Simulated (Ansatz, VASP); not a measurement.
# One calculation of Ni2Ge, two programs

```xyz
6
Lattice="4.2897 0.0000 0.0000 -2.1449 3.7150 0.0000 0.0000 0.0000 5.4152" Properties=species:S:1:pos:R:3 pbc="T T T"
Ni    2.1449    1.2383    1.3538
Ni    0.0000    2.4767    4.0614
Ni    0.0000    0.0000    0.0000
Ni    0.0000    0.0000    2.7076
Ge    2.1449    1.2383    4.0614
Ge    0.0000    2.4767    1.3538
```

Change from the starting cell: strain +0.080 along x and y, +0.080 along z, atoms carried along.

Alike in both runs: task single point; functional PBEsol; k mesh 12 × 12 × 10; occupations gaussian, width 0.15 eV; no spin polarisation.

|  | VASP | Ansatz |
| --- | --- | --- |
| version | VASP 6.6.1 | Ansatz 0.2.0 |
| potentials or method | VASP PAW PBE potentials, release 64 (Ni, Ge_d), cutoff 520 eV | scalar-relativistic, plane waves, PAW |
| valence electrons in the cell | 68 | 100 |

|  | VASP | Ansatz | Ansatz less VASP |
| --- | --- | --- | --- |
| gap on the k mesh at the Fermi level (eV) | none | none | - |
| pressure (GPa) | -26.3 | -26.6 | -0.37 |
| traceless stress, the component that is largest in VASP (GPa) | 2.73 | 2.78 | +0.049 |

VASP's potentials were made for PBE, not for PBEsol. A gap of «none» marks a metal or a gap that the smearing closes. VASP's potentials hold 68 valence electrons a cell and Ansatz's 100, so a difference there can come from the potentials and not from the codes.
